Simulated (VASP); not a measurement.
Wanted: the native input for a VASP 6.6.1 run.

```
Task                   : single point
Functional             : PBE
Potentials or basis    : VASP PAW PBE potentials, release 64 (Ca_sv)
Cutoff                 : 520 eV
k mesh                 : 15 × 15 × 8
Occupations            : gaussian, width 0.1 eV
Spin                   : no spin polarisation
Dipole correction      : no
Further INCAR settings : ALGO = Fast; EDIFF = 1e-07; NBANDS = 17
```

The structure of Ca lies in POSCAR:

```
Ca
1.0
    3.9043397973      0.0000000000      0.0000000000
   -1.9521698986      3.3812574495      0.0000000000
    0.0000000000      0.0000000000      6.4239193616
Ca
2
Direct
    0.3333333333      0.6666666667      0.2500000000
    0.6666666667      0.3333333333      0.7500000000
```

This isn't the form of Ca at room conditions, which is fcc.

One way to write it, as run:

INCAR

```
  PREC = Accurate
  ENCUT = 520
  EDIFF = 1E-7
  ISMEAR = 0
  SIGMA = 0.1
  LREAL = F
  LASPH = T
  NELM = 60
  ALGO = Fast
  ISIF = 2
  LWAVE = F
  LCHARG = F
  GGA = PE
  NBANDS = 17
```

KPOINTS

```
regular mesh
0
Gamma
  15 15 8
```

Potentials or basis: VASP PAW PBE potentials, release 64 (Ca_sv).

Run with:

```sh
$ cat potpaw_PBE.64/Ca_sv/POTCAR > POTCAR
$ mpirun -np 1 vasp_std > vasp.out
```

It gave:

```
Pressure               : 0.0 GPa
Band gap on the k mesh : zero (bands 10 and 11 overlap by 0.44 eV)
```

It took 8 min on 1 thread of Intel Xeon 8259CL (shared host), peak memory 0.32 GiB.
